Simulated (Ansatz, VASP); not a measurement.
# Os: VASP beside Ansatz

The input INCAR:

```
PREC     = Accurate       # precision mode
ENCUT    = 600            # plane-wave cutoff, eV
EDIFF    = 1E-6           # SCF threshold, eV
ISMEAR   = 1              # smearing method
SIGMA    = 0.001          # smearing width, eV
LREAL    = F              # projectors in reciprocal space
LASPH    = T              # aspherical terms in the spheres
NELM     = 100            # most SCF steps
ALGO     = Normal         # electronic algorithm
ISIF     = 3              # what is computed and relaxed
LWAVE    = F              # write WAVECAR
LCHARG   = F              # write CHGCAR
GGA      = PS             # functional
IBRION   = 2              # ionic algorithm
NSW      = 100            # ionic steps
EDIFFG   = -0.002         # ionic threshold
```

Contents of KPOINTS:

```
Automatic mesh
0
Gamma
  20 20 12
```

The input POSCAR:

```
Os
1.0
    2.7341000000      0.0000000000      0.0000000000
   -1.3670500000      2.3678000565      0.0000000000
    0.0000000000      0.0000000000      4.3197000000
Os
2
Direct
    0.3333333333      0.6666666667      0.2500000000
    0.6666666667      0.3333333333      0.7500000000
```

Input for Ansatz:

```yaml
crystal:
  lattice:
    - [2.73410000001, 0.0, 0.0]
    - [-1.36705, 2.36780005649, 0.0]
    - [0.0, 0.0, 4.3197]
  atoms:
    - { symbol: Os, position: [0.333333333333, 0.666666666667, 0.25] }
    - { symbol: Os, position: [0.666666666667, 0.333333333333, 0.75] }
kpoints:
  mp_grid: { grid: [20, 20, 12] }
scf:
  occupations: { method: methfessel_paxton, width: 0.001 }
  algorithm: density_mixing
hamiltonian:
  xc: pbesol
  pseudopotentials: { kind: paw }
relax:
  f_tol: 0.002
  max_steps: 80
  cell: {}
output:
  forces: true
  stress: true
```

Alike in both runs: task relaxation of cell and atoms; functional PBEsol; k mesh 20 × 20 × 12; occupations methfessel-paxton of order 1, width 0.001 eV; no spin polarisation.

|  | VASP | Ansatz |
| --- | --- | --- |
| version | VASP 6.6.1 | Ansatz 0.2.0 |
| potentials or method | VASP PAW PBE potentials, release 64 (Os) | PAW with Ansatz's default frozen-core files, scalar-relativistic |
| plane-wave cutoff (eV) | 600 | 420 |
| valence electrons in the cell | 16 | 32 |

VASP gave:

| Quantity | Value |
| --- | --- |
| relaxed volume (Å³/atom) | 13.91 |
| relaxed cell length with the largest relative difference (Å) | 2.730 |

Problem. Estimate Ansatz's values.

Solution. Relaxed volume (Å³/atom): 13.89; relaxed cell length with the largest relative difference (Å): 2.729.

VASP's potentials were made for PBE, not for PBEsol. VASP's potentials hold 16 valence electrons a cell and Ansatz's 32, so a difference there can come from the potentials and not from the codes.

Neither program's run includes spin-orbit coupling.
